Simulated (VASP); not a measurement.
# Ca (Im-3m) in VASP: a series of runs, part 2 of 2

VASP 6.6.1. The steps go on from the part before.

## (4) Single point, PBEsol

This run uses another cell than the first one, of 32.68 Å³/atom, 1.370 times its volume.

Contents of INCAR:

```
SYSTEM = Ca
ALGO = Normal ; EDIFF = 1E-6
ENCUT = 520 ; GGA = PS
ISIF = 2 ; ISMEAR = -1
LASPH = .TRUE. ; LCHARG = .FALSE.
LREAL = .FALSE. ; LWAVE = .FALSE.
NBANDS = 11 ; NELM = 100
PREC = Accurate ; SIGMA = 0.05
```

Contents of KPOINTS:

```
k-points
0
G
  8 8 8
  0 0 0
```

Contents of POSCAR:

```
Ca
1.0
   -2.0140915475      2.0140915475      2.0140915475
    2.0140915475     -2.0140915475      2.0140915475
    2.0140915475      2.0140915475     -2.0140915475
Ca
1
Direct
    0.0000000000      0.0000000000      0.0000000000
```

Potentials or basis: VASP PAW PBE potentials, release 64 (Ca_sv).

On the command line:

```
cat potpaw_PBE.64/Ca_sv/POTCAR > POTCAR
mpirun -np 1 vasp_std > vasp.out
```

OUTCAR:

```text
SYSTEM = Ca
   EDIFF = 1E-6
   ENCUT = 520
   GGA = PS
   ISIF = 2
   ISMEAR = -1
   LASPH = .TRUE.
   LREAL = .FALSE.
   NELM = 100
   PREC = Accurate

 ion  position               nearest neighbor table
   1  0.000  0.000  0.000-

  LATTYP: Found a body centered cubic cell.
 ALAT       =     4.0281830950

  Lattice vectors:

 A1 = (  -2.0140915475,   2.0140915475,   2.0140915475)
 A2 = (   2.0140915475,  -2.0140915475,   2.0140915475)
 A3 = (   2.0140915475,   2.0140915475,  -2.0140915475)

Analysis of symmetry for initial positions (statically):
=====================================================================
 Subroutine PRICEL returns:
 Original cell was already a primitive cell.

 Routine SETGRP: Setting up the symmetry group for a
 body centered cubic supercell.

 Subroutine GETGRP returns: Found 48 space group operations
 (whereof 48 operations were pure point group operations)
 out of a pool of 48 trial point group operations.

The static configuration has the point symmetry O_h .

Analysis of symmetry for dynamics (positions and initial velocities):
=====================================================================
 Subroutine PRICEL returns:
 Original cell was already a primitive cell.

 Routine SETGRP: Setting up the symmetry group for a
 body centered cubic supercell.

 Subroutine GETGRP returns: Found 48 space group operations
 (whereof 48 operations were pure point group operations)
 out of a pool of 48 trial point group operations.

The dynamic configuration has the point symmetry O_h .

 Subroutine INISYM returns: Found 48 space group operations
 (whereof 48 operations are pure point group operations),
 and found     1 'primitive' translations

----------------------------------------------------------------------------------------

                                     Primitive cell

  volume of cell :      32.6812
[... 106 lines left out ...]
     AMIX     =   0.40;   BMIX     =  1.00
     AMIX_MAG =   1.60;   BMIX_MAG =  1.00
  volume/ion in A,a.u.               =      32.68       220.54
  Fermi-wavevector in a.u.,A,eV,Ry     =   1.103170  2.084688 16.558062  1.216983
  Thomas-Fermi vector in A             =   2.239624
   LORBIT       =      0    0 simple, 1 ext, 2 COOP (PROOUT), +10 PAW based schemes
   GGA     = PS    functional components
   LHFCALC =     F    Hartree Fock is set to
   AEXX    =    0.0000 exact exchange contribution
   IVDW    =     0    specifies the selected vdW correction
   LEPSILON=     F    determine dielectric tensor
   LRPA    =     F    only Hartree local field effects (RPA)
 non-spin polarized calculation
  energy-cutoff  :      520.00
  volume of cell :       32.68
 maximum number of plane-waves:       935
 NGX is ok and might be reduce to    28
   NGX = 13   NGY = 13   NGZ = 13

 number of electron      10.0000000 magnetization

 number of electron       9.9999998 magnetization

 Free energy of the ion-electron system (eV)
  ---------------------------------------------------
  ext. energy  EPLUGINS =         0.00000000
  ---------------------------------------------------
  free energy    TOTEN  =        -2.01811951 eV

  energy without entropy =       -2.01073104  energy(sigma->0) =       -2.01442528

 E-fermi :   2.9698     XC(G=0):  -8.6645

 val. band max:        2.8817528763   @ k =   0.5000   0.5000   0.3750
 cond. band min:       3.0077146630   @ k =   0.5000   0.5000   0.2500
 fundamental gap:      0.1259617867
 Fermi energy:         2.9698150281

 k-point     1 :       0.0000    0.0000    0.0000
  band No.  band energies     occupation
      1     -38.2394      2.00000
      2     -19.1647      2.00000
      3     -19.1647      2.00000
      4     -19.1647      2.00000
      5      -1.4666      2.00000
      6       5.6833      0.00000
      7       5.6833      0.00000
      8       5.6833      0.00000
      9       7.0666      0.00000
     10       7.0666      0.00000
     11      14.6317      0.00000
[... 309 lines left out ...]
 k-point    24 :      -0.3750    0.3750    0.2500
  band No.  band energies     occupation
      1     -38.1797      2.00000
      2     -19.4240      2.00000
      3     -19.3244      2.00000
      4     -19.2922      2.00000
      5       2.0230      2.00000
      6       3.6466      0.00000
      7       5.5629      0.00000
      8       5.8315      0.00000
      9       7.3568      0.00000
     10       7.6691      0.00000
     11      11.2028      0.00000

 [... further k-points ...]
[... 5 lines left out ...]
  --------------------------------------------------------------------------------------
  -------------------------------------------------------------------------------------
  Total        1.0283596      1.0283596      1.0283596     -0.0000000     -0.0000000     -0.0000000
  in kB       50.4147926     50.4147926     50.4147926     -0.0000000     -0.0000000     -0.0000000
  external PRESSURE =      50.4147926 kB  Pullay stress =       0.0000000 kB

 VOLUME and BASIS-vectors are now :
 -----------------------------------------------------------------------------
  energy-cutoff  :      520.00
  volume of cell :       32.68
      direct lattice vectors                 reciprocal lattice vectors
    -2.014091548  2.014091548  2.014091548     0.000000000  0.248250880  0.248250880
     2.014091548 -2.014091548  2.014091548     0.248250880  0.000000000  0.248250880
     2.014091548  2.014091548 -2.014091548     0.248250880  0.248250880  0.000000000

 POSITION                                       TOTAL-FORCE (eV/Angst)
 -----------------------------------------------------------------------------------
      0.00000      0.00000      0.00000         0.000000      0.000000      0.000000
 -----------------------------------------------------------------------------------
    total drift:                               -0.000000     -0.000000     -0.000000

  FREE ENERGIE OF THE ION-ELECTRON SYSTEM (eV)
  ---------------------------------------------------
  free  energy   TOTEN  =        -2.0181195123 eV

  energy  without entropy=       -2.0107310399  energy(sigma->0) =       -2.01442528
```

Run time: 6.2 s. Hardware: 1 thread of Intel Xeon Platinum 8488C (Sapphire Rapids), shared host; peak memory 0.15 GiB.

Results:

```yaml
Free_energy: -2.0181 eV
Pressure: 5.0 GPa
Band_gap_on_the_k_mesh: zero (band 5 reaches 3.44 eV, above the bottom of band 6 at 2.74 eV)
```

Levels at points of the mesh, in eV from the Fermi level:
```
           k point  band 3  band 4  band 5  band 6  band 7  band 8
(0.00, 0.00, 0.00)  -22.13  -22.13   -4.44    2.71    2.71    2.71
(0.50, 0.00, 0.00)  -22.25  -22.14   -1.02    0.41    1.44    4.05
(0.50, 0.50, 0.50)  -22.38  -22.38   -0.23   -0.23    5.20    5.20
```

Caveat: the PAW data sets were made with another functional, which shifts forces and pressure a little.

## (5) The runs side by side

```csv
cell,gap on the mesh (eV),pressure (GPa)
"a = 3.141 Å, angles 109.5°, 1 atom",none,20.0
"a = 3.344 Å, angles 109.5°, 1 atom",none,10.0
"a = 3.489 Å, angles 109.5°, 1 atom",none,5.0
```

Alike in all rows: task single point; level PBEsol; potentials or basis VASP PAW PBE potentials, release 64 (Ca_sv); no spin polarisation; k mesh 8 × 8 × 8; cutoff (eV) 520; smearing fermi-dirac 0.05 eV.

Caveats: the PAW data sets were made with another functional, which shifts forces and pressure a little.

Total energies depend on the potentials used, so only differences within one code and one set of settings carry meaning.
